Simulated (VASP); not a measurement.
Here is a VASP 6.6.1 calculation.

The input INCAR:

```
ALGO = Normal
EDIFF = 1E-7
ENCUT = 520
GGA = PS
ISIF = 2
ISMEAR = -1
LASPH = T
LCHARG = F
LREAL = F
LWAVE = F
NBANDS = 12
NELM = 80
PREC = Accurate
SIGMA = 0.08
```

Contents of KPOINTS:

```
k-points
0
Gamma
  18 18 18
```

The input POSCAR:

```
Cu
1.0
    2.1720686225      0.0000000000      0.0000000000
    0.0000000000      2.1720686225      0.0000000000
    0.0000000000      0.0000000000      2.1720686225
Cu
1
Direct
    0.0000000000      0.0000000000      0.0000000000
```

Potentials or basis: VASP PAW PBE potentials, release 64 (Cu).

Run with:

```bash
$ cat potpaw_PBE.64/Cu/POTCAR > POTCAR
$ mpirun -np 1 vasp_std > vasp.out
```

Estimate the pressure.

57.1 GPa.

Caveat: the PAW data sets were made with another functional, which shifts forces and pressure a little.
